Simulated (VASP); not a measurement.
# Pt (P6_3/mmc) in VASP: notebook

Runs on Pt. Level: PBEsol. Tasks: single point.

All numbers are computed with VASP 6.6.1; they aren't measurements. Logs are shortened: lines on timing, memory, paths and dates and some standing lists are left out, and cuts for length are marked.

### Step 1. The cell of the first run

Symmetry: P6_3/mmc, No. 194, hexagonal system. The conventional cell has a = 2.534 Å, b = 2.534 Å, c = 4.707 Å, α = 90.00°, β = 90.00°, γ = 120.00°. Pt (site symmetry -6m2) has 12 Pt at 2.53 to 2.77 Å within 3.3 Å.

This isn't the form of Pt at room conditions, which is fcc.

### Step 2. Single point, PBEsol

File INCAR:

```
SYSTEM = Pt
PREC = Accurate
ENCUT = 520
EDIFF = 1E-6
ISMEAR = 0
SIGMA = 0.15
LREAL = .False.
LASPH = .True.
NELM = 80
ALGO = Normal
ISIF = 2
LWAVE = .False.
LCHARG = .True.
GGA = PS
LELF = .True.
LVHAR = .True.
NBANDS = 17
```

File KPOINTS:

```
Automatic mesh
0
Gamma
  18 18 10
  0 0 0
```

File POSCAR:

```
Pt
1.0
    2.5344000000      0.0000000000      0.0000000000
   -1.2672000000      2.1948547833      0.0000000000
    0.0000000000      0.0000000000      4.7069219539
Pt
2
Direct
    0.6666666667      0.3333333333      0.7500000000
    0.3333333333      0.6666666667      0.2500000000
```

Potentials or basis: VASP PAW PBE potentials, release 64 (Pt).

Run with:

```sh
> cat potpaw_PBE.64/Pt/POTCAR > POTCAR
> mpirun -np 1 vasp_std > vasp.out
```

OUTCAR:

```text
SYSTEM = Pt
   PREC = Accurate
   ENCUT = 520
   EDIFF = 1E-6
   ISMEAR = 0
   LREAL = .False.
   LASPH = .True.
   NELM = 80
   ISIF = 2
   GGA = PS

 ion  position               nearest neighbor table
   1  0.667  0.333  0.750-   2 2.77   2 2.77   2 2.77   2 2.77   2 2.77   2 2.77
   2  0.333  0.667  0.250-   1 2.77   1 2.77   1 2.77   1 2.77   1 2.77   1 2.77

  LATTYP: Found a hexagonal cell.
 ALAT       =     2.5344000000
 C/A-ratio  =     1.8572135235

  Lattice vectors:

 A1 = (   2.5344000000,   0.0000000000,   0.0000000000)
 A2 = (  -1.2672000000,   2.1948547833,   0.0000000000)
 A3 = (   0.0000000000,   0.0000000000,   4.7069219539)

Analysis of symmetry for initial positions (statically):
=====================================================================
 Subroutine PRICEL returns:
 Original cell was already a primitive cell.

 Routine SETGRP: Setting up the symmetry group for a
 hexagonal supercell.

 Subroutine GETGRP returns: Found 24 space group operations
 (whereof 12 operations were pure point group operations)
 out of a pool of 24 trial point group operations.

The static configuration has the point symmetry D_3d.
 The point group associated with its full space group is D_6h.

Analysis of symmetry for dynamics (positions and initial velocities):
=====================================================================
 Subroutine PRICEL returns:
 Original cell was already a primitive cell.

 Routine SETGRP: Setting up the symmetry group for a
 hexagonal supercell.

 Subroutine GETGRP returns: Found 24 space group operations
 (whereof 12 operations were pure point group operations)
 out of a pool of 24 trial point group operations.

The dynamic configuration has the point symmetry D_3d.
 The point group associated with its full space group is D_6h.

 Subroutine INISYM returns: Found 24 space group operations
 (whereof 12 operations are pure point group operations),
 and found     1 'primitive' translations

----------------------------------------------------------------------------------------

                                     Primitive cell

  volume of cell :      26.1829

  direct lattice vectors                    reciprocal lattice vectors
     2.534400000  0.000000000  0.000000000     0.394570707  0.227805504  0.000000000
    -1.267200000  2.194854783  0.000000000     0.000000000  0.455611008  0.000000000
     0.000000000  0.000000000  4.706921954     0.000000000  0.000000000  0.212453066

  length of vectors
     2.534400000  2.534400000  4.706921954     0.455611008  0.455611008  0.212453066

  position of ions in fractional coordinates (direct lattice)
     0.666666667  0.333333333  0.750000000
     0.333333333  0.666666667  0.250000000

  ion indices of the primitive-cell ions
   primitive index   ion index
                 1           1
                 2           2

----------------------------------------------------------------------------------------

 KPOINTS: Automatic mesh

Automatic generation of k-mesh.
 Grid dimensions read from file:
 generate k-points for:   18   18   10

 Generating k-lattice:

  Cartesian coordinates                     Fractional coordinates (reciprocal lattice)
     0.021920595  0.012655861  0.000000000     0.055555556  0.000000000  0.000000000
     0.000000000  0.025311723  0.000000000     0.000000000  0.055555556  0.000000000
     0.000000000  0.000000000  0.021245307     0.000000000  0.000000000  0.100000000

  Length of vectors
     0.025311723  0.025311723  0.021245307

  Shift w.r.t. Gamma in fractional coordinates (k-lattice)
     0.000000000  0.000000000  0.000000000

 Subroutine IBZKPT returns following result:
 ===========================================

 Found    222 irreducible k-points:

 Following reciprocal coordinates:
            Coordinates               Weight
  0.000000  0.000000  0.000000      1.000000
  0.055556  0.000000  0.000000      6.000000
  0.111111  0.000000  0.000000      6.000000
  0.166667  0.000000  0.000000      6.000000
  0.222222  0.000000  0.000000      6.000000
  0.277778  0.000000  0.000000      6.000000
[... 16 lines left out ...]
  0.333333  0.111111  0.000000     12.000000
  0.388889  0.111111  0.000000     12.000000
 [... further k-points ...]
   k-points           NKPTS =    222   k-points in BZ     NKDIM =    222   number of bands    NBANDS=     17
   number of dos      NEDOS =    301   number of ions     NIONS =      2
   total plane-waves  NPLWV =  14400
   dimension x,y,z NGX =    20 NGY =   20 NGZ =   36
   dimension x,y,z NGXF=    40 NGYF=   40 NGZF=   72
   ions per type =               2
   NGX,Y,Z   is equivalent  to a cutoff of  13.12, 13.12, 12.72 a.u.
   NGXF,Y,Z  is equivalent  to a cutoff of  26.24, 26.24, 25.43 a.u.
 SYSTEM =  Pt
   PREC   = accura    normal or accurate (medium, high low for compatibility)
   ISTART =      0    job   : 0-new  1-cont  2-samecut
   ICHARG =      2    charge: 1-file 2-atom 10-const
   ISPIN  =      1    spin polarized calculation?
   LNONCOLLINEAR =      F non collinear calculations
   LSORBIT =      F    spin-orbit coupling
   LASPH  =      T    aspherical Exc in radial PAW
   ENCUT  =  520.0 eV  38.22 Ry    6.18 a.u.   4.71  4.71  8.75*2*pi/ulx,y,z
   NELM   =     80;   NELMIN=  2; NELMDL= -5     # of ELM steps
   EDIFF  = 0.1E-05   stopping-criterion for ELM
   LREAL  =      F    real-space projection
   EDIFFG = 0.1E-04   stopping-criterion for IOM
   NSW    =      0    number of steps for IOM
   IBRION =     -1    ionic relax: 0-MD 1-quasi-New 2-CG
   NFREE  =      0    steps in history (QN), initial steepest desc. (CG)
   ISIF   =      2    stress and relaxation
   ISYM   =      2    0-nonsym 1-usesym 2-fastsym
   POTIM  = 0.5000    time-step for ionic-motion
   TEBEG  =    0.0;   TEEND  =   0.0 temperature during run
   PSTRESS=    0.0 pullay stress
   NELECT =      20.0000    total number of electrons
   NUPDOWN=      -1.0000    fix difference up-down
   EMIN   =  10.00;   EMAX   =-10.00  energy-range for DOS
   EFERMI =   0.00;   METHOD = LEGACY
   ISMEAR =     0;   SIGMA  =   0.15  broadening in eV -4-tet -1-fermi 0-gaus
   EFERMI_NEDOS =   21; number of points for ismear=-14 and -15
   IALGO  =     38    algorithm
   IMIX   =      4    mixing-type and parameters
     AMIX     =   0.40;   BMIX     =  1.00
     AMIX_MAG =   1.60;   BMIX_MAG =  1.00
  volume/ion in A,a.u.               =      13.09        88.35
  Fermi-wavevector in a.u.,A,eV,Ry     =   1.496507  2.827989 30.470712  2.239534
  Thomas-Fermi vector in A             =   2.608515
   LORBIT       =      0    0 simple, 1 ext, 2 COOP (PROOUT), +10 PAW based schemes
   GGA     = PS    functional components
   LHFCALC =     F    Hartree Fock is set to
   AEXX    =    0.0000 exact exchange contribution
   IVDW    =     0    specifies the selected vdW correction
   LEPSILON=     F    determine dielectric tensor
   LRPA    =     F    only Hartree local field effects (RPA)
 non-spin polarized calculation
 Gauss-broadening in eV      SIGMA  =   0.15
  energy-cutoff  :      520.00
  volume of cell :       26.18
 maximum number of plane-waves:       732
 NGX is ok and might be reduce to    20
   NGX =  9   NGY =  9   NGZ = 17

 number of electron      20.0000002 magnetization

 Free energy of the ion-electron system (eV)
  ---------------------------------------------------
  ext. energy  EPLUGINS =         0.00000000
  ---------------------------------------------------
  free energy    TOTEN  =       -12.94650409 eV

  energy without entropy =      -12.92257654  energy(sigma->0) =      -12.93454032

 E-fermi :  13.9559     XC(G=0): -14.4568

 val. band max:       13.9486895214   @ k =   0.2778   0.2222   0.0000
 cond. band min:      13.9563852360   @ k =   0.4444   0.1111   0.1000
 fundamental gap:      0.0076957146
 Fermi energy:        13.9558725027

 k-point     1 :       0.0000    0.0000    0.0000
  band No.  band energies     occupation
      1       2.0410      2.00000
      2       4.5475      2.00000
      3       8.0443      2.00000
      4       9.2936      2.00000
      5       9.2936      2.00000
      6       9.6691      2.00000
[... 9 lines left out ...]
     16      30.9197      0.00000
     17      37.5723      0.00000

 k-point     2 :       0.0556    0.0000    0.0000
  band No.  band energies     occupation
      1       2.1874      2.00000
      2       4.6941      2.00000
      3       8.0946      2.00000
      4       9.2134      2.00000
      5       9.4167      2.00000
      6       9.5764      2.00000
[... 9 lines left out ...]
     16      31.2059      0.00000
     17      36.1521      0.00000

 k-point     3 :       0.1111    0.0000    0.0000
  band No.  band energies     occupation
      1       2.6116      2.00000
      2       5.1060      2.00000
      3       8.1871      2.00000
      4       9.0427      2.00000
      5       9.3716      2.00000
      6       9.7808      2.00000
[... 9 lines left out ...]
     16      31.9777      0.00000
     17      34.4361      0.00000

 k-point     4 :       0.1667    0.0000    0.0000
  band No.  band energies     occupation
      1       3.2640      2.00000
      2       5.6688      2.00000
      3       8.1784      2.00000
      4       8.7928      2.00000
      5       9.2707      2.00000
      6       9.4413      2.00000
[... 9 lines left out ...]
     16      32.7818      0.00000
     17      33.1499      0.00000
[... 343 lines left out ...]
      1       5.7373      2.00000
      2       6.2756      2.00000
      3       7.0899      2.00000
      4       8.4136      2.00000
      5       9.2115      2.00000
      6       9.3970      2.00000
[... 9 lines left out ...]
     16      29.2890      0.00000
     17      32.3488      0.00000

 k-point    23 :       0.3333    0.1111    0.0000
  band No.  band energies     occupation
      1       5.8431      2.00000
      2       6.0490      2.00000
      3       6.7124      2.00000
      4       8.9853      2.00000
      5       9.1819      2.00000
      6       9.8701      2.00000
[... 9 lines left out ...]
     16      28.6360      0.00000
     17      29.9868      0.00000

 k-point    24 :       0.3889    0.1111    0.0000
  band No.  band energies     occupation
      1       5.7202      2.00000
      2       5.9764      2.00000
      3       6.4807      2.00000
      4       9.0636      2.00000
      5       9.6085      2.00000
      6      10.0272      2.00000
[... 9 lines left out ...]
     16      28.1131      0.00000
     17      28.1774      0.00000

 [... further k-points ...]

------------------------ aborting loop because EDIFF is reached ----------------------------------------

  FORCE on cell =-STRESS in cart. coord.  units (eV):
  Direction    XX          YY          ZZ          XY          YZ          ZX
  --------------------------------------------------------------------------------------
  -------------------------------------------------------------------------------------
  Total       13.4813731     13.4813731      5.6515124      0.0000000      0.0000000      0.0000000
  in kB      824.9483567    824.9483567    345.8257456      0.0000000      0.0000000      0.0000000
  external PRESSURE =     665.2408197 kB  Pullay stress =       0.0000000 kB

 VOLUME and BASIS-vectors are now :
 -----------------------------------------------------------------------------
  energy-cutoff  :      520.00
  volume of cell :       26.18
      direct lattice vectors                 reciprocal lattice vectors
     2.534400000  0.000000000  0.000000000     0.394570707  0.227805504  0.000000000
    -1.267200000  2.194854783  0.000000000     0.000000000  0.455611008  0.000000000
     0.000000000  0.000000000  4.706921954     0.000000000  0.000000000  0.212453066

 POSITION                                       TOTAL-FORCE (eV/Angst)
 -----------------------------------------------------------------------------------
      1.26720      0.73162      3.53019         0.000000     -0.000000      0.000000
     -0.00000      1.46324      1.17673        -0.000000      0.000000      0.000000
 -----------------------------------------------------------------------------------
    total drift:                                0.000000     -0.000000     -0.000000

  FREE ENERGIE OF THE ION-ELECTRON SYSTEM (eV)
  ---------------------------------------------------
  free  energy   TOTEN  =       -12.9465040905 eV

  energy  without entropy=      -12.9225765418  energy(sigma->0) =      -12.93454032
```

It took 34 s on 1 thread of Intel Xeon 6975P-C (Granite Rapids), shared host; peak memory 0.2 GiB.

What came out:

```
Free energy            : -12.9465 eV
Pressure               : 66.5 GPa
Band gap on the k mesh : zero (bands 10 and 11 overlap by 2.03 eV)
```

Caveat: the stress differs along the axes, from 35 to 82 GPa; the PAW data sets were made with another functional, which shifts forces and pressure a little; spin-orbit coupling is left out, which moves the levels of the heavy elements.

### Step 3. Single point, PBEsol

This run uses another cell than the first one, of 13.31 Å³/atom.

File INCAR:

```
PREC = Accurate
ENCUT = 520
EDIFF = 1E-6
ISMEAR = 0
SIGMA = 0.15
LREAL = F
LASPH = T
NELM = 60
ALGO = Normal
ISIF = 2
LWAVE = F
LCHARG = T
GGA = PS
LELF = T
LVHAR = T
NBANDS = 17
```

File KPOINTS:

```
regular mesh
0
Gamma
  18 18 10
```

Edit POSCAR of step 2 so:

```diff
@@ -4,3 +4,3 @@
    -1.2672000000      2.1948547833      0.0000000000
-    0.0000000000      0.0000000000      4.7069219539
+    0.0000000000      0.0000000000      4.7854000000
 Pt
```

Potentials or basis: VASP PAW PBE potentials, release 64 (Pt).

Run with:

```sh
> cat potpaw_PBE.64/Pt/POTCAR > POTCAR
> mpirun -np 1 vasp_std > vasp.out
```

Wall time 34 s (1 thread of Intel Xeon 6975P-C (Granite Rapids), shared host); peak memory 0.2 GiB.

It converged, with:

* Free energy: -13.0260 eV
* Pressure: 59.3 GPa
* Band gap on the k mesh: zero (bands 10 and 11 overlap by 2.07 eV)

Stress tensor (GPa, compression positive):
```
77.14  0.00  0.00
 0.00 77.14  0.00
 0.00  0.00 23.70
```

Levels at points of the mesh, in eV from the Fermi level:
```csv
k point,band 8,band 9,band 10,band 11,band 12,band 13
"(0.00, 0.00, 0.00)",-2.18,-1.62,-1.62,-0.11,-0.11,4.69
"(0.50, 0.00, 0.00)",-0.19,1.03,1.20,2.77,4.53,8.58
"(0.00, 0.00, 0.50)",-4.48,-0.74,-0.74,-0.74,-0.74,11.23
"(0.50, 0.00, 0.50)",-1.27,1.12,1.12,1.66,1.66,8.41
```

Caveat: the stress differs along the axes, from 24 to 77 GPa; the PAW data sets were made with another functional, which shifts forces and pressure a little; spin-orbit coupling is left out, which moves the levels of the heavy elements.
